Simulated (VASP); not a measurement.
# SrHg5 (P1) in VASP: notebook

The runs below take SrHg5 through single point, with PBEsol.

All numbers are computed with VASP 6.6.1; they aren't measurements. Logs are shortened: lines on timing, memory, paths and dates and some standing lists are left out, and cuts for length are marked.

## Step 1: The cell of the first run

The typed cell holds 6 atoms: a = 6.384 Å, b = 6.386 Å, c = 4.922 Å, α = 90.02°, β = 90.00°, γ = 120.06°.

## Step 2: Single point, PBEsol

Contents of INCAR:

```
SYSTEM = SrHg5
PREC = Accurate ; ENCUT = 520
EDIFF = 1E-6 ; ISMEAR = -1
SIGMA = 0.0857 ; LREAL = .FALSE.
LASPH = .TRUE. ; NELM = 100
ALGO = Fast ; ISIF = 2
LWAVE = .FALSE. ; LCHARG = .FALSE.
GGA = PS ; NBANDS = 44
```

Contents of KPOINTS:

```
Automatic mesh
0
Gamma
  3 3 4
  0.5 0.5 0
```

Contents of POSCAR:

```
SrHg5
1.0
    6.3840069600     -0.0040706200      0.0000457100
   -3.1955285700      5.5290382800     -0.0010829200
    0.0000355600     -0.0009437500      4.9224615400
Hg Sr
5 1
Direct
    0.3081220000      0.6807540000      0.0374810000
    0.6646780000      0.3100560000      0.9936530000
    0.5231600000      0.0174950000      0.5019750000
    0.5211750000      0.5104610000      0.5199220000
    0.9908250000      0.4962320000      0.4619360000
    0.9950830000      0.9527230000      0.0115630000
```

Potentials or basis: VASP PAW PBE potentials, release 64 (Hg, Sr_sv).

On the command line:

```
$ cat potpaw_PBE.64/Hg/POTCAR potpaw_PBE.64/Sr_sv/POTCAR > POTCAR
$ mpirun -np 1 vasp_std > vasp.out
```

OUTCAR:

```text
SYSTEM = SrHg5
   PREC = Accurate
   ENCUT = 520
   EDIFF = 1E-6
   ISMEAR = -1
   LREAL = .FALSE.
   LASPH = .TRUE.
   NELM = 100
   ISIF = 2
   GGA = PS

 ion  position               nearest neighbor table
   1  0.308  0.681  0.037-   5 2.73   3 2.96   4 3.19   3 3.24   6 3.24   4 3.32   5 3.34   2 3.49
                             2 3.58   6 3.83   6 4.04
   2  0.665  0.310  0.994-   3 2.91   5 2.93   3 2.98   4 3.02   5 3.18   4 3.22   1 3.49   6 3.55
                             1 3.58   6 3.70   6 3.81
   3  0.523  0.017  0.502-   2 2.91   1 2.96   2 2.98   5 3.03   4 3.16   4 3.23   1 3.24   5 3.37
                             6 4.00   6 4.04   6 4.05   6 4.10
   4  0.521  0.510  0.520-   2 3.02   5 3.06   3 3.16   1 3.19   2 3.22   3 3.23   1 3.32   5 3.35
                             6 3.80   6 3.85   6 4.22   6 4.27
   5  0.991  0.496  0.462-   1 2.73   2 2.93   3 3.03   4 3.06   2 3.18   1 3.34   4 3.35   3 3.37
                             6 3.65   6 3.97   6 4.13   6 4.41
   6  0.995  0.953  0.012-   1 3.24   2 3.55   5 3.65   2 3.70   4 3.80   2 3.81   1 3.83   4 3.85
                             5 3.97   3 4.00   1 4.04   3 4.04   3 4.05   3 4.10   5 4.13   4 4.22

  LATTYP: Found a triclinic cell.
 ALAT       =     6.3860526396
 B/A-ratio  =     0.9988958903
 C/A-ratio  =     0.7708144465
 COS(alpha) =     0.0003250416
 COS(beta)  =     0.0003391844
 COS(gamma) =     0.4997683800

  Lattice vectors:

 A1 = (  -3.1955285700,   5.5290382800,  -0.0010829200)
 A2 = (   3.1884783900,   5.5249676600,  -0.0010372100)
 A3 = (  -0.0000355600,   0.0009437500,  -4.9224615400)

Analysis of symmetry for initial positions (statically):
=====================================================================
 Subroutine PRICEL returns:
 Original cell was already a primitive cell.

 Routine SETGRP: Setting up the symmetry group for a
 triclinic supercell.

 Subroutine GETGRP returns: Found  1 space group operations
 (whereof  1 operations were pure point group operations)
 out of a pool of  2 trial point group operations.

The static configuration has the point symmetry C_1 .

Analysis of symmetry for dynamics (positions and initial velocities):
=====================================================================
 Subroutine PRICEL returns:
 Original cell was already a primitive cell.

 Routine SETGRP: Setting up the symmetry group for a
 triclinic supercell.

 Subroutine GETGRP returns: Found  1 space group operations
 (whereof  1 operations were pure point group operations)
 out of a pool of  2 trial point group operations.

The dynamic configuration has the point symmetry C_1 .

 Subroutine INISYM returns: Found  1 space group operations
 (whereof  1 operations are pure point group operations),
 and found     1 'primitive' translations

----------------------------------------------------------------------------------------

                                     Primitive cell

  volume of cell :     173.6862

  direct lattice vectors                    reciprocal lattice vectors
     6.384006960 -0.004070620  0.000045710     0.156699180  0.090564886  0.000016231
    -3.195528570  5.529038280 -0.001082920     0.000115366  0.180929963  0.000034688
     0.000035560 -0.000943750  4.922461540    -0.000001430  0.000038963  0.203150401

  length of vectors
     6.384008258  6.386052640  4.922461631     0.180987933  0.180930003  0.203150405

  position of ions in fractional coordinates (direct lattice)
     0.308122000  0.680754000  0.037481000
     0.664678000  0.310056000  0.993653000
     0.523160000  0.017495000  0.501975000
     0.521175000  0.510461000  0.519922000
     0.990825000  0.496232000  0.461936000
     0.995083000  0.952723000  0.011563000

  ion indices of the primitive-cell ions
   primitive index   ion index
                 1           1
                 2           2
                 3           3
                 4           4
                 5           5
                 6           6

----------------------------------------------------------------------------------------

 KPOINTS: Automatic mesh

Automatic generation of k-mesh.
 Grid dimensions read from file:
 generate k-points for:    3    3    4

 Generating k-lattice:

  Cartesian coordinates                     Fractional coordinates (reciprocal lattice)
     0.052233060  0.030188295  0.000005410     0.333333333  0.000000000 -0.000000000
     0.000038455  0.060309988  0.000011563    -0.000000000  0.333333333 -0.000000000
    -0.000000357  0.000009741  0.050787600     0.000000000  0.000000000  0.250000000

  Length of vectors
     0.060329311  0.060310001  0.050787601

  Shift w.r.t. Gamma in fractional coordinates (k-lattice)
     0.500000000  0.500000000  0.000000000

 Subroutine IBZKPT returns following result:
 ===========================================

 Found     19 irreducible k-points:

 Following reciprocal coordinates:
            Coordinates               Weight
  0.166667  0.166667 -0.000000      2.000000
  0.500000  0.166667  0.000000      2.000000
 -0.166667  0.166667 -0.000000      2.000000
  0.166667  0.500000 -0.000000      2.000000
  0.500000  0.500000 -0.000000      1.000000
  0.166667  0.166667  0.250000      2.000000
[... 11 lines left out ...]
  0.166667  0.500000  0.500000      2.000000
  0.500000  0.500000  0.500000      1.000000
   k-points           NKPTS =     19   k-points in BZ     NKDIM =     19   number of bands    NBANDS=     44
   number of dos      NEDOS =    301   number of ions     NIONS =      6
   total plane-waves  NPLWV =  92160
   dimension x,y,z NGX =    48 NGY =   48 NGZ =   40
   dimension x,y,z NGXF=    96 NGYF=   96 NGZF=   80
   ions per type =               5   1
   NGX,Y,Z   is equivalent  to a cutoff of  12.50, 12.50, 13.51 a.u.
   NGXF,Y,Z  is equivalent  to a cutoff of  25.00, 24.99, 27.02 a.u.
 SYSTEM =  SrHg5
   PREC   = accura    normal or accurate (medium, high low for compatibility)
   ISTART =      0    job   : 0-new  1-cont  2-samecut
   ICHARG =      2    charge: 1-file 2-atom 10-const
   ISPIN  =      1    spin polarized calculation?
   LNONCOLLINEAR =      F non collinear calculations
   LSORBIT =      F    spin-orbit coupling
   LASPH  =      T    aspherical Exc in radial PAW
   ENCUT  =  520.0 eV  38.22 Ry    6.18 a.u.  11.87 11.87  9.15*2*pi/ulx,y,z
   NELM   =    100;   NELMIN=  2; NELMDL= -5     # of ELM steps
   EDIFF  = 0.1E-05   stopping-criterion for ELM
   LREAL  =      F    real-space projection
   EDIFFG = 0.1E-04   stopping-criterion for IOM
   NSW    =      0    number of steps for IOM
   IBRION =     -1    ionic relax: 0-MD 1-quasi-New 2-CG
   NFREE  =      0    steps in history (QN), initial steepest desc. (CG)
   ISIF   =      2    stress and relaxation
   ISYM   =      2    0-nonsym 1-usesym 2-fastsym
   POTIM  = 0.5000    time-step for ionic-motion
   TEBEG  =    0.0;   TEEND  =   0.0 temperature during run
   PSTRESS=    0.0 pullay stress
   NELECT =      70.0000    total number of electrons
   NUPDOWN=      -1.0000    fix difference up-down
   EMIN   =  10.00;   EMAX   =-10.00  energy-range for DOS
   EFERMI =   0.00;   METHOD = LEGACY
   ISMEAR =    -1;   SIGMA  =   0.09  broadening in eV -4-tet -1-fermi 0-gaus
   EFERMI_NEDOS =   21; number of points for ismear=-14 and -15
   IALGO  =     68    algorithm
   IMIX   =      4    mixing-type and parameters
     AMIX     =   0.40;   BMIX     =  1.00
     AMIX_MAG =   1.60;   BMIX_MAG =  1.00
  volume/ion in A,a.u.               =      28.95       195.35
  Fermi-wavevector in a.u.,A,eV,Ry     =   1.209258  2.285167 19.895880  1.462306
  Thomas-Fermi vector in A             =   2.344841
   LORBIT       =      0    0 simple, 1 ext, 2 COOP (PROOUT), +10 PAW based schemes
   GGA     = PS    functional components
   LHFCALC =     F    Hartree Fock is set to
   AEXX    =    0.0000 exact exchange contribution
   IVDW    =     0    specifies the selected vdW correction
   LEPSILON=     F    determine dielectric tensor
   LRPA    =     F    only Hartree local field effects (RPA)
 non-spin polarized calculation
 RMM-DIIS sequential band-by-band and
  energy-cutoff  :      520.00
  volume of cell :      173.69
 maximum number of plane-waves:      4695
   NGX = 23   NGY = 23   NGZ = 19

 number of electron      70.0000002 magnetization

 Free energy of the ion-electron system (eV)
  ---------------------------------------------------
  ext. energy  EPLUGINS =         0.00000000
  ---------------------------------------------------
  free energy    TOTEN  =        -5.60026986 eV

  energy without entropy =       -5.53509506  energy(sigma->0) =       -5.56768246

 E-fermi :   2.3325     XC(G=0):  -9.8361

 val. band max:        2.3201667630   @ k =  -0.1667  -0.1667   0.2500
 cond. band min:       2.3595684060   @ k =   0.1667   0.1667   0.2500
 fundamental gap:      0.0394016429
 Fermi energy:         2.3325412445

 k-point     1 :       0.1667    0.1667   -0.0000
  band No.  band energies     occupation
      1     -34.4073      2.00000
      2     -16.3842      2.00000
      3     -16.3789      2.00000
      4     -16.3733      2.00000
      5      -6.5068      2.00000
      6      -5.7543      2.00000
[... 36 lines left out ...]
     43       6.4175      0.00000
     44       6.7266      0.00000

 k-point     2 :       0.5000    0.1667    0.0000
  band No.  band energies     occupation
      1     -34.4073      2.00000
      2     -16.3843      2.00000
      3     -16.3786      2.00000
      4     -16.3754      2.00000
      5      -6.2729      2.00000
      6      -5.8018      2.00000
[... 36 lines left out ...]
     43       6.4580      0.00000
     44       6.6739      0.00000

 k-point     3 :      -0.1667    0.1667   -0.0000
  band No.  band energies     occupation
      1     -34.4073      2.00000
      2     -16.3841      2.00000
      3     -16.3784      2.00000
      4     -16.3727      2.00000
      5      -6.7367      2.00000
      6      -5.7457      2.00000
[... 741 lines left out ...]
     43       6.2187      0.00000
     44       6.7458      0.00000

 k-point    19 :       0.5000    0.5000    0.5000
  band No.  band energies     occupation
      1     -34.4068      2.00000
      2     -16.4052      2.00000
      3     -16.3784      2.00000
      4     -16.3714      2.00000
      5      -6.0958      2.00000
      6      -5.8286      2.00000
[... 36 lines left out ...]
     43       6.2518      0.00000
     44       6.8433      0.00000

------------------------ aborting loop because EDIFF is reached ----------------------------------------

  FORCE on cell =-STRESS in cart. coord.  units (eV):
  Direction    XX          YY          ZZ          XY          YZ          ZX
  --------------------------------------------------------------------------------------
  -------------------------------------------------------------------------------------
  Total       -1.6166467     -2.3004081     -1.0567597     -0.4429376     -0.2658352     -0.4584569
  in kB      -14.9128458    -21.2202399     -9.7481377     -4.0859020     -2.4522113     -4.2290605
  external PRESSURE =     -15.2937411 kB  Pullay stress =       0.0000000 kB

 VOLUME and BASIS-vectors are now :
 -----------------------------------------------------------------------------
  energy-cutoff  :      520.00
  volume of cell :      173.69
      direct lattice vectors                 reciprocal lattice vectors
     6.384006960 -0.004070620  0.000045710     0.156699180  0.090564886  0.000016231
    -3.195528570  5.529038280 -0.001082920     0.000115366  0.180929963  0.000034688
     0.000035560 -0.000943750  4.922461540    -0.000001430  0.000038963  0.203150401

 POSITION                                       TOTAL-FORCE (eV/Angst)
 -----------------------------------------------------------------------------------
     -0.20831      3.76263      0.18378         0.734417     -0.017325     -0.908225
      3.25255      1.71067      4.89091        -0.233800      0.105071     -0.121467
      3.28397      0.09413      2.47096         0.047706     -0.461616      0.158970
      1.69601      2.81975      2.55877        -0.363589      0.261939      0.054926
      4.73973      2.73922      2.27337         0.042108     -0.009524      0.884939
      3.30816      5.26358      0.05593        -0.226842      0.121455     -0.069143
 -----------------------------------------------------------------------------------
    total drift:                                0.001151     -0.002587      0.000263

  FREE ENERGIE OF THE ION-ELECTRON SYSTEM (eV)
  ---------------------------------------------------
  free  energy   TOTEN  =        -5.6002698576 eV

  energy  without entropy=       -5.5350950553  energy(sigma->0) =       -5.56768246
```

Run time: 1.7 min. Hardware: 1 thread of Intel Xeon 6975P-C (Granite Rapids), shared host; peak memory 0.36 GiB.

Results:

```yaml
Free_energy: -5.6003 eV
Pressure: -1.5 GPa
Largest_force: 1.168 eV/Å
Band_gap_on_the_k_mesh: zero (bands 35 and 36 overlap by 0.71 eV)
```

Forces in eV/Å, atoms in the order of the input:
```
Hg   0.734 -0.017 -0.908
Hg  -0.234  0.105 -0.121
Hg   0.048 -0.462  0.159
Hg  -0.364  0.262  0.055
Hg   0.042 -0.010  0.885
Sr  -0.227  0.121 -0.069
```

Stress tensor (GPa, compression positive):
```
-1.49 -0.41 -0.42
-0.41 -2.12 -0.25
-0.42 -0.25 -0.97
```

Caveat: the k points lie up to 0.38 Å⁻¹ apart, too coarse for converged energies and pressures of a metal; the PAW data sets were made with another functional, which shifts forces and pressure a little; spin-orbit coupling is left out, which moves the levels of the heavy elements.

## Step 3: Single point, PBEsol

Contents of INCAR:

```
  PREC = Accurate
  ENCUT = 520
  EDIFF = 1E-6
  ISMEAR = -1
  SIGMA = 0.0857
  LREAL = False
  LASPH = True
  NELM = 100
  ALGO = Fast
  ISIF = 2
  LWAVE = False
  LCHARG = False
  GGA = PS
  NBANDS = 44
```

Contents of KPOINTS:

```
Automatic mesh
0
Gamma
  4 4 5
  0.5 0.5 0
```

POSCAR is that of step 2.

Potentials or basis: VASP PAW PBE potentials, release 64 (Hg, Sr_sv).

On the command line:

```
$ cat potpaw_PBE.64/Hg/POTCAR potpaw_PBE.64/Sr_sv/POTCAR > POTCAR
$ mpirun -np 1 vasp_std > vasp.out
```

Wall time 3.6 min (1 thread of Intel Xeon 6975P-C (Granite Rapids), shared host); peak memory 0.44 GiB.

It converged, with:

```yaml
Free_energy: -5.6340 eV
Pressure: -1.5 GPa
Largest_force: 1.210 eV/Å
Band_gap_on_the_k_mesh: zero (bands 35 and 36 overlap by 0.69 eV)
```

Forces on the atoms (eV/Å):
```
Hg   0.748 -0.050 -0.950
Hg  -0.263  0.083 -0.149
Hg   0.066 -0.431  0.217
Hg  -0.332  0.257  0.049
Hg   0.026  0.001  0.899
Sr  -0.245  0.140 -0.066
```

Stress tensor (GPa, compression positive):
```
-1.98 -0.11 -0.37
-0.11 -2.30 -0.22
-0.37 -0.22 -0.09
```

Levels at points of the mesh, in eV from the Fermi level:
```tsv
k point	band 32	band 33	band 34	band 35	band 36	band 37	band 38	band 39
(0.12, 0.12, 0.00)	-2.86	-1.67	-0.81	-0.18	0.29	0.47	2.21	2.36
```

Caveat: the PAW data sets were made with another functional, which shifts forces and pressure a little; spin-orbit coupling is left out, which moves the levels of the heavy elements.
